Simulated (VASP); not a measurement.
# CaO (P6_3/mmc) in VASP: a series of runs

Runs on CaO. Level: PBEsol. Tasks: single point.

All numbers are computed with VASP 6.6.1; they aren't measurements. Logs are shortened: lines on timing, memory, paths and dates and some standing lists are left out, and cuts for length are marked.

**1. The cell of the first run**

The structure is hexagonal, space group P6_3/mmc (No. 194). The conventional cell has a = 3.992 Å, b = 3.992 Å, c = 4.785 Å, α = 90.00°, β = 90.00°, γ = 120.00°. Ca (site symmetry -6m2) has 5 O at 2.30 to 2.39 Å within 3.0 Å. Within 3.0 Å of O (site symmetry -6m2) lie 5 Ca at 2.30 to 2.39 Å.

**2. Single point, PBEsol**

INCAR

```
PREC = Accurate ; ENCUT = 520
EDIFF = 1E-6 ; ISMEAR = 0
SIGMA = 0.01 ; LREAL = F
LASPH = T ; NELM = 60
ALGO = Normal ; ISIF = 2
LWAVE = F ; LCHARG = F
GGA = PS ; NBANDS = 24
```

KPOINTS

```
Automatic mesh
0
Gamma
  5 5 3
```

POSCAR

```
CaO
1.0
    3.9919758200      0.0000000000      0.0000000000
   -1.9959879100      3.4571524800      0.0000000000
    0.0000000000      0.0000000000      4.7848400100
Ca O
2 2
Direct
    0.3333333298      0.6666666696      0.7500000005
    0.6666666702      0.3333333304      0.2499999995
    0.3333333298      0.6666666696      0.2499999995
    0.6666666702      0.3333333304      0.7500000005
```

Potentials or basis: VASP PAW PBE potentials, release 64 (Ca_sv, O).

On the command line:

```sh
> cat potpaw_PBE.64/Ca_sv/POTCAR potpaw_PBE.64/O/POTCAR > POTCAR
> mpirun -np 1 vasp_std > vasp.out
```

OUTCAR:

```text
PREC = Accurate
   ENCUT = 520
   EDIFF = 1E-6
   ISMEAR = 0
   LREAL = F
   LASPH = T
   NELM = 60
   ISIF = 2
   GGA = PS

 ion  position               nearest neighbor table
   1  0.333  0.667  0.750-   4 2.30   4 2.30   4 2.30   3 2.39   3 2.39
   2  0.667  0.333  0.250-   3 2.30   3 2.30   3 2.30   4 2.39   4 2.39
   3  0.333  0.667  0.250-   2 2.30   2 2.30   2 2.30   1 2.39   1 2.39
   4  0.667  0.333  0.750-   1 2.30   1 2.30   1 2.30   2 2.39   2 2.39

  LATTYP: Found a hexagonal cell.
 ALAT       =     3.9919758200
 C/A-ratio  =     1.1986144771

  Lattice vectors:

 A1 = (   3.9919758200,   0.0000000000,   0.0000000000)
 A2 = (  -1.9959879100,   3.4571524800,   0.0000000000)
 A3 = (   0.0000000000,   0.0000000000,   4.7848400100)

Analysis of symmetry for initial positions (statically):
=====================================================================
 Subroutine PRICEL returns:
 Original cell was already a primitive cell.

 Routine SETGRP: Setting up the symmetry group for a
 hexagonal supercell.

 Subroutine GETGRP returns: Found 24 space group operations
 (whereof 12 operations were pure point group operations)
 out of a pool of 24 trial point group operations.

The static configuration has the point symmetry D_3d.
 The point group associated with its full space group is D_6h.

Analysis of symmetry for dynamics (positions and initial velocities):
=====================================================================
 Subroutine PRICEL returns:
 Original cell was already a primitive cell.

 Routine SETGRP: Setting up the symmetry group for a
 hexagonal supercell.

 Subroutine GETGRP returns: Found 24 space group operations
 (whereof 12 operations were pure point group operations)
 out of a pool of 24 trial point group operations.

The dynamic configuration has the point symmetry D_3d.
 The point group associated with its full space group is D_6h.

 Subroutine INISYM returns: Found 24 space group operations
 (whereof 12 operations are pure point group operations),
 and found     1 'primitive' translations

----------------------------------------------------------------------------------------

                                     Primitive cell

  volume of cell :      66.0350

  direct lattice vectors                    reciprocal lattice vectors
     3.991975820  0.000000000  0.000000000     0.250502519  0.144627697  0.000000000
    -1.995987910  3.457152480  0.000000000     0.000000000  0.289255393  0.000000000
     0.000000000  0.000000000  4.784840010     0.000000000  0.000000000  0.208993404

  length of vectors
     3.991975820  3.991975827  4.784840010     0.289255394  0.289255393  0.208993404

  position of ions in fractional coordinates (direct lattice)
     0.333333330  0.666666670  0.750000001
     0.666666670  0.333333330  0.249999999
     0.333333330  0.666666670  0.249999999
     0.666666670  0.333333330  0.750000001

  ion indices of the primitive-cell ions
   primitive index   ion index
                 1           1
                 2           2
                 3           3
                 4           4

----------------------------------------------------------------------------------------

 KPOINTS: Automatic mesh

Automatic generation of k-mesh.
 Grid dimensions read from file:
 generate k-points for:    5    5    3

 Generating k-lattice:

  Cartesian coordinates                     Fractional coordinates (reciprocal lattice)
     0.050100504  0.028925539  0.000000000     0.200000000  0.000000000  0.000000000
     0.000000000  0.057851079  0.000000000     0.000000000  0.200000000  0.000000000
     0.000000000  0.000000000  0.069664468     0.000000000  0.000000000  0.333333333

  Length of vectors
     0.057851079  0.057851079  0.069664468

  Shift w.r.t. Gamma in fractional coordinates (k-lattice)
     0.000000000  0.000000000  0.000000000

 Subroutine IBZKPT returns following result:
 ===========================================

 Found     10 irreducible k-points:

 Following reciprocal coordinates:
            Coordinates               Weight
  0.000000  0.000000  0.000000      1.000000
  0.200000 -0.000000  0.000000      6.000000
  0.400000  0.000000  0.000000      6.000000
  0.200000  0.200000  0.000000      6.000000
  0.400000  0.200000  0.000000      6.000000
  0.000000  0.000000  0.333333      2.000000
  0.200000 -0.000000  0.333333     12.000000
  0.400000  0.000000  0.333333     12.000000
  0.200000  0.200000  0.333333     12.000000
  0.400000  0.200000  0.333333     12.000000
   k-points           NKPTS =     10   k-points in BZ     NKDIM =     10   number of bands    NBANDS=     24
   number of dos      NEDOS =    301   number of ions     NIONS =      4
   total plane-waves  NPLWV =  32400
   dimension x,y,z NGX =    30 NGY =   30 NGZ =   36
   dimension x,y,z NGXF=    60 NGYF=   60 NGZF=   72
   ions per type =               2   2
   NGX,Y,Z   is equivalent  to a cutoff of  12.49, 12.49, 12.51 a.u.
   NGXF,Y,Z  is equivalent  to a cutoff of  24.99, 24.99, 25.02 a.u.
 SYSTEM =  unknown system
   PREC   = accura    normal or accurate (medium, high low for compatibility)
   ISTART =      0    job   : 0-new  1-cont  2-samecut
   ICHARG =      2    charge: 1-file 2-atom 10-const
   ISPIN  =      1    spin polarized calculation?
   LNONCOLLINEAR =      F non collinear calculations
   LSORBIT =      F    spin-orbit coupling
   LASPH  =      T    aspherical Exc in radial PAW
   ENCUT  =  520.0 eV  38.22 Ry    6.18 a.u.   7.42  7.42  8.90*2*pi/ulx,y,z
   NELM   =     60;   NELMIN=  2; NELMDL= -5     # of ELM steps
   EDIFF  = 0.1E-05   stopping-criterion for ELM
   LREAL  =      F    real-space projection
   EDIFFG = 0.1E-04   stopping-criterion for IOM
   NSW    =      0    number of steps for IOM
   IBRION =     -1    ionic relax: 0-MD 1-quasi-New 2-CG
   NFREE  =      0    steps in history (QN), initial steepest desc. (CG)
   ISIF   =      2    stress and relaxation
   ISYM   =      2    0-nonsym 1-usesym 2-fastsym
   POTIM  = 0.5000    time-step for ionic-motion
   TEBEG  =    0.0;   TEEND  =   0.0 temperature during run
   PSTRESS=    0.0 pullay stress
   NELECT =      32.0000    total number of electrons
   NUPDOWN=      -1.0000    fix difference up-down
   EMIN   =  10.00;   EMAX   =-10.00  energy-range for DOS
   EFERMI =   0.00;   METHOD = LEGACY
   ISMEAR =     0;   SIGMA  =   0.01  broadening in eV -4-tet -1-fermi 0-gaus
   EFERMI_NEDOS =   21; number of points for ismear=-14 and -15
   IALGO  =     38    algorithm
   IMIX   =      4    mixing-type and parameters
     AMIX     =   0.40;   BMIX     =  1.00
     AMIX_MAG =   1.60;   BMIX_MAG =  1.00
  volume/ion in A,a.u.               =      16.51       111.41
  Fermi-wavevector in a.u.,A,eV,Ry     =   1.285879  2.429960 22.497037  1.653486
  Thomas-Fermi vector in A             =   2.417987
   LORBIT       =      0    0 simple, 1 ext, 2 COOP (PROOUT), +10 PAW based schemes
   GGA     = PS    functional components
   LHFCALC =     F    Hartree Fock is set to
   AEXX    =    0.0000 exact exchange contribution
   IVDW    =     0    specifies the selected vdW correction
   LEPSILON=     F    determine dielectric tensor
   LRPA    =     F    only Hartree local field effects (RPA)
 non-spin polarized calculation
 Gauss-broadening in eV      SIGMA  =   0.01
  energy-cutoff  :      520.00
  volume of cell :       66.03
 maximum number of plane-waves:      1811
 NGX is ok and might be reduce to    30
   NGX = 15   NGY = 15   NGZ = 17

 number of electron      31.9999992 magnetization

 Free energy of the ion-electron system (eV)
  ---------------------------------------------------
  ext. energy  EPLUGINS =         0.00000000
  ---------------------------------------------------
  free energy    TOTEN  =       -26.45188948 eV

  energy without entropy =      -26.45188948  energy(sigma->0) =      -26.45188948

 E-fermi :   1.3159     XC(G=0):  -9.6424

 val. band max:        1.1964401324   @ k =   0.0000   0.0000   0.0000
 cond. band min:       4.2265250261   @ k =   0.0000   0.0000   0.0000
 fundamental gap:      3.0300848936
 Fermi energy:         1.3159085223

 k-point     1 :       0.0000    0.0000    0.0000
  band No.  band energies     occupation
      1     -36.2244      2.00000
      2     -36.0890      2.00000
      3     -17.6593      2.00000
      4     -17.4081      2.00000
      5     -17.4081      2.00000
      6     -17.2055      2.00000
[... 16 lines left out ...]
     23       9.6305      0.00000
     24       9.7455      0.00000

 k-point     2 :       0.2000   -0.0000    0.0000
  band No.  band energies     occupation
      1     -36.2085      2.00000
      2     -36.0958      2.00000
      3     -17.6056      2.00000
      4     -17.5652      2.00000
      5     -17.4397      2.00000
      6     -17.3952      2.00000
[... 16 lines left out ...]
     23       9.4079      0.00000
     24       9.4809      0.00000

 k-point     3 :       0.4000    0.0000    0.0000
  band No.  band energies     occupation
      1     -36.1746      2.00000
      2     -36.1147      2.00000
      3     -17.7952      2.00000
      4     -17.6508      2.00000
      5     -17.4861      2.00000
      6     -17.4835      2.00000
[... 16 lines left out ...]
     23       9.5252      0.00000
     24       9.7669      0.00000
[... 136 lines left out ...]
 k-point     9 :       0.2000    0.2000    0.3333
  band No.  band energies     occupation
      1     -36.1635      2.00000
      2     -36.1270      2.00000
      3     -17.9843      2.00000
      4     -17.9039      2.00000
      5     -17.4315      2.00000
      6     -17.2873      2.00000
[... 16 lines left out ...]
     23       9.6803      0.00000
     24       9.7247      0.00000

 k-point    10 :       0.4000    0.2000    0.3333
  band No.  band energies     occupation
      1     -36.1484      2.00000
      2     -36.1345      2.00000
      3     -18.0611      2.00000
      4     -18.0216      2.00000
      5     -17.4712      2.00000
      6     -17.3072      2.00000
[... 16 lines left out ...]
     23       9.6492      0.00000
     24       9.8112      0.00000

------------------------ aborting loop because EDIFF is reached ----------------------------------------

  FORCE on cell =-STRESS in cart. coord.  units (eV):
  Direction    XX          YY          ZZ          XY          YZ          ZX
  --------------------------------------------------------------------------------------
  -------------------------------------------------------------------------------------
  Total       -0.7498409     -0.7498409     -0.8064858      0.0000000     -0.0000000      0.0000000
  in kB      -18.1930633    -18.1930634    -19.5674139      0.0000000     -0.0000000      0.0000000
  external PRESSURE =     -18.6511802 kB  Pullay stress =       0.0000000 kB

 VOLUME and BASIS-vectors are now :
 -----------------------------------------------------------------------------
  energy-cutoff  :      520.00
  volume of cell :       66.03
      direct lattice vectors                 reciprocal lattice vectors
     3.991975820  0.000000000  0.000000000     0.250502519  0.144627697  0.000000000
    -1.995987910  3.457152480  0.000000000     0.000000000  0.289255393  0.000000000
     0.000000000  0.000000000  4.784840010     0.000000000  0.000000000  0.208993404

 POSITION                                       TOTAL-FORCE (eV/Angst)
 -----------------------------------------------------------------------------------
     -0.00000      2.30477      3.58863        -0.000000     -0.000000      0.000000
      1.99599      1.15238      1.19621         0.000000     -0.000000     -0.000000
     -0.00000      2.30477      1.19621         0.000000     -0.000000      0.000000
      1.99599      1.15238      3.58863        -0.000000      0.000000      0.000000
 -----------------------------------------------------------------------------------
    total drift:                                0.000017     -0.000009     -0.000006

  FREE ENERGIE OF THE ION-ELECTRON SYSTEM (eV)
  ---------------------------------------------------
  free  energy   TOTEN  =       -26.4518894801 eV

  energy  without entropy=      -26.4518894801  energy(sigma->0) =      -26.45188948
```

It took 41 s on 1 thread of AMD EPYC 7R13, shared host; peak memory 0.15 GiB.

Results:

* Free energy: -26.4519 eV
* Pressure: -1.9 GPa
* Band gap on the k mesh: 3.03 eV, direct

Caveat: the k points lie up to 0.44 Å⁻¹ apart; the PAW data sets were made with another functional, which shifts forces and pressure a little.

**3. Single point, PBEsol**

INCAR

```
SYSTEM = CaO
ALGO = Normal ; EDIFF = 1E-6
ENCUT = 520 ; GGA = PS
ISIF = 2 ; ISMEAR = 0
LASPH = .True. ; LCHARG = .True.
LELF = .True. ; LREAL = .False.
LVHAR = .True. ; LWAVE = .False.
NBANDS = 24 ; NELM = 80
PREC = Accurate ; SIGMA = 0.01
```

KPOINTS

```
k-points
0
Gamma
  5 5 3
  0 0 0
```

POSCAR is that of step 2.

Potentials or basis: VASP PAW PBE potentials, release 64 (Ca_sv, O).

On the command line:

```sh
> cat potpaw_PBE.64/Ca_sv/POTCAR potpaw_PBE.64/O/POTCAR > POTCAR
> mpirun -np 1 vasp_std > vasp.out
```

Wall time 40 s (1 thread of AMD EPYC 7R13, shared host); peak memory 0.15 GiB.

Results (log left out):

| Property | Result |
| --- | --- |
| Free energy | -26.4519 eV |
| Pressure | -1.9 GPa |
| Band gap on the k mesh | 3.03 eV, direct |

Stress tensor (GPa, compression positive):
```
-1.82  0.00  0.00
 0.00 -1.82  0.00
 0.00  0.00 -1.96
```

Levels at points of the mesh, in eV from the valence-band top:
```tsv
k point	band 14	band 15	band 16	band 17	band 18	band 19
(0.00, 0.00, 0.00)	-1.16	-1.11	0.00	3.03	6.09	6.09
```

Caveat: the k points lie up to 0.44 Å⁻¹ apart; the PAW data sets were made with another functional, which shifts forces and pressure a little.
